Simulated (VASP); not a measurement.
**TaN: single point with PBEsol**

TaN:

```
Ta N
1.0
     2.93800   -0.02938   -0.02938
    -1.49444    2.55907   -0.01075
    -0.02883   -0.02883    2.88300
Ta N
1 1
Cartesian
  -0.0314 1.6818 1.4245
  0.0000 0.0000 0.0000
```

This cell differs from its parent crystal: equal xy, yz and zx shear strains of -2 %.

| Quantity | Value |
| --- | --- |
| Program | VASP 6.6.1 |
| Task | single point |
| Functional | PBEsol |
| Potentials or basis | VASP PAW PBE potentials, release 64 (Ta_pv, N) |
| Cutoff | 520 eV |
| k mesh | 12 × 12 × 10 |
| Occupations | fermi-dirac, width 0.02 eV |
| Spin | no spin polarisation |

| Item | Value |
| --- | --- |
| Pressure | -3.6 GPa |
| Largest force | 0.058 eV/Å |
| Band gap on the k mesh | zero (bands 8 and 9 overlap by 0.25 eV) |

Forces in eV/Å, atoms in the order of the input:
```
Ta  -0.053 -0.003 -0.023
N    0.053  0.003  0.023
```

Stress tensor (GPa, compression positive):
```
-3.86  4.52  5.06
 4.52 -3.40  5.05
 5.06  5.05 -3.69
```

Levels at points of the mesh, in eV from the Fermi level:
| k point | band 4 | band 5 | band 6 | band 7 | band 8 | band 9 | band 10 | band 11 | band 12 | band 13 |
| --- | --- | --- | --- | --- | --- | --- | --- | --- | --- | --- |
| (0.00, 0.00, 0.00) | -17.78 | -4.74 | -4.50 | -4.24 | -2.95 | 2.13 | 3.35 | 3.57 | 4.01 | 4.11 |
| (0.50, 0.00, 0.00) | -15.42 | -8.33 | -5.26 | -3.50 | -3.29 | 2.84 | 3.97 | 5.12 | 5.30 | 7.42 |
| (0.00, 0.50, 0.00) | -15.45 | -8.36 | -5.25 | -3.53 | -3.21 | 2.88 | 4.03 | 5.13 | 5.31 | 7.40 |
| (0.50, 0.50, 0.00) | -15.49 | -8.39 | -5.24 | -3.56 | -3.12 | 2.93 | 4.11 | 5.11 | 5.34 | 7.38 |
| (0.00, 0.00, 0.50) | -15.09 | -9.43 | -3.83 | -3.75 | -0.35 | 0.05 | 2.37 | 3.15 | 3.41 | 8.12 |
| (0.50, 0.00, 0.50) | -15.75 | -7.40 | -6.26 | -5.87 | -0.27 | 4.08 | 5.36 | 6.07 | 7.08 | 10.27 |
| (0.00, 0.50, 0.50) | -15.76 | -7.39 | -6.25 | -5.74 | -0.38 | 4.11 | 5.27 | 6.05 | 7.04 | 10.11 |
| (0.50, 0.50, 0.50) | -15.78 | -7.37 | -6.23 | -5.62 | -0.49 | 4.14 | 5.25 | 5.99 | 7.02 | 9.94 |

Wall time 62 s on 1 thread of Intel(R) Xeon(R) 6975P-C (Granite Rapids) (shared host), peak memory 0.34 GiB.

Caveat: the cell differs from its parent crystal (equal xy, yz and zx shear strains of -2 %); the cell stands under tension; the PAW data sets were made with another functional, which shifts forces and pressure a little; spin-orbit coupling is left out, which moves the levels of the heavy elements.
